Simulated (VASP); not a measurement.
Runs of VASP 6.6.1 on BN. The structure is that of space group P6_3mc (No. 186), or close to it. The cells are those of the table. 

```tsv
cell	gap on the mesh (eV)	pressure (GPa)	largest force (eV/Å)
a = 2.582, b = 2.582, c = 4.334 Å, angles 90.0, 90.0, 120.0°, 4 atoms	5.74	-19.9	0.09
a = 2.582, b = 2.582, c = 4.271 Å, angles 90.0, 90.0, 120.0°, 4 atoms	5.77	-15.2	0.03
a = 2.620, b = 2.620, c = 4.082 Å, angles 90.0, 90.0, 120.0°, 4 atoms	5.95	(c)	0.11
a = 2.582, b = 2.582, c = 4.145 Å, angles 90.0, 90.0, 120.0°, 4 atoms	(b)	-4.0	0.03
a = 2.544, b = 2.544, c = 4.271 Å, angles 90.0, 90.0, 120.0°, 4 atoms	5.68	(a)	0.03
a = 2.620, b = 2.620, c = 4.334 Å, angles 90.0, 90.0, 120.0°, 4 atoms	5.82	-28.7	(d)
a = 2.582, b = 2.582, c = 4.082 Å, angles 90.0, 90.0, 120.0°, 4 atoms	5.88	2.6	0.10
a = 2.620, b = 2.620, c = 4.208 Å, angles 90.0, 90.0, 120.0°, 4 atoms	5.88	-19.4	0.01
```

Alike in all rows: task single point; level r2SCAN; potentials or basis VASP PAW PBE potentials, release 64 (B, N); no spin polarisation; k mesh 12 × 12 × 6; cutoff (eV) 520; smearing gaussian 0.05 eV.

Q: Fill in the values left out.

A: (a) -4.5; (b) 5.84; (c) -7.6; (d) 0.06.

Caveats: the PAW data sets were made with another functional, which shifts forces and pressure a little.

A k mesh can miss the band edges.
